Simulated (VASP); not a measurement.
**Ga2H3: single point with PBE**

Ga2H3:

```
CELL_PARAMETERS angstrom
3.80726 0.00000 0.00000
0.00000 3.80726 0.00000
0.00000 0.00000 3.80726
ATOMIC_POSITIONS crystal
Ga 0.50000 0.50000 0.50000
Ga 0.00000 0.00000 0.00000
H 0.00000 0.50000 0.50000
H 0.50000 0.00000 0.50000
H 0.50000 0.50000 0.00000
```

- Program: VASP 6.6.1
- Task: single point
- Functional: PBE
- Potentials or basis: VASP PAW PBE potentials, release 64 (Ga_d, H)
- Cutoff: 520 eV
- k mesh: 10 × 10 × 10
- Occupations: gaussian, width 0.1 eV
- Spin: no spin polarisation
- Dipole correction: no
- Further INCAR settings: ALGO = Normal; EDIFF = 1e-07; NBANDS = 22

The pressure is 0.0 GPa.

Levels at points of the mesh, in eV from the Fermi level:
| k point | band 12 | band 13 | band 14 | band 15 | band 16 | band 17 |
| --- | --- | --- | --- | --- | --- | --- |
| (0.00, 0.00, 0.00) | -2.95 | -2.27 | -2.27 | -0.06 | -0.06 | -0.06 |
| (0.50, 0.00, 0.00) | -8.38 | -1.90 | -1.82 | 2.19 | 2.27 | 2.27 |
| (0.50, 0.50, 0.00) | -6.48 | -6.48 | -5.48 | 1.92 | 2.81 | 2.81 |
| (0.50, 0.50, 0.50) | -5.45 | -5.45 | -4.79 | -4.22 | -0.89 | -0.89 |

It took 45 s on 1 thread of Intel(R) Xeon(R) Platinum 8259CL CPU @ 2.50GHz (Skylake/Cascade Lake) (shared host), peak memory 0.19 GiB.
